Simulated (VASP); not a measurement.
A run of VASP 6.6.1 is set up as follows.

POSCAR

```
Tc
1.0
    0.0000000000      1.9500000000      1.9500000000
    1.9500000000      0.0000000000      1.9500000000
    1.9500000000      1.9500000000      0.0000000000
Tc
1
Direct
    0.0000000000      0.0000000000      0.0000000000
```

File INCAR.step1:

```
SYSTEM = Tc
GGA      = RE             ! functional
ISMEAR   = 1              ! smearing method
SIGMA    = 0.1            ! smearing width, eV
LWAVE    = .FALSE.        ! write WAVECAR
LCHARG   = .TRUE.         ! write CHGCAR
NBANDS   = 20             ! bands
PREC     = Accurate       ! precision mode
LASPH    = .TRUE.         ! aspherical terms in the spheres
LREAL    = .FALSE.        ! projectors in reciprocal space
ALGO     = Normal         ! electronic algorithm
EDIFF    = 1E-6           ! SCF threshold, eV
NELM     = 120            ! most SCF steps
GGA_COMPAT= .FALSE.      
ENCUT    = 300            ! plane-wave cutoff, eV
LMAXMIX  = 4              ! l up to which the mixer works
```

KPOINTS.step1

```
k-points
0
Gamma
  13 13 13
```

The input INCAR.step2:

```
SYSTEM = Tc
GGA      = RE             ! functional
ISMEAR   = -5             ! smearing method
LWAVE    = .FALSE.        ! write WAVECAR
LCHARG   = .FALSE.        ! write CHGCAR
NBANDS   = 20             ! bands
PREC     = Accurate       ! precision mode
LASPH    = .TRUE.         ! aspherical terms in the spheres
LREAL    = .FALSE.        ! projectors in reciprocal space
ALGO     = Normal         ! electronic algorithm
EDIFF    = 1E-6           ! SCF threshold, eV
NELM     = 120            ! most SCF steps
GGA_COMPAT= .FALSE.      
ENCUT    = 300            ! plane-wave cutoff, eV
LMAXMIX  = 4              ! l up to which the mixer works
NEDOS    = 2001           ! points of the DOS
LORBIT   = 11             ! projections on sites
EMIN     = -4.725       
EMAX     = 20.275       
ICHARG   = 11             ! starting density
```

Contents of KPOINTS.step2:

```
Automatic mesh
0
Gamma
  16 16 16
  0 0 0
```

Potentials or basis: VASP PAW PBE potentials, release 64 (Tc_pv).

Command:

```sh
$ cat potpaw_PBE.64/Tc_pv/POTCAR > POTCAR
$ cp INCAR.step1 INCAR
$ cp KPOINTS.step1 KPOINTS
$ mpirun -np 1 vasp_std > vasp.out
$ cp INCAR.step2 INCAR
$ cp KPOINTS.step2 KPOINTS
$ mpirun -np 1 vasp_std > vasp.out
```

Q: What does it give for the density of states at the Fermi level?

A: 1.19 states/eV/atom.
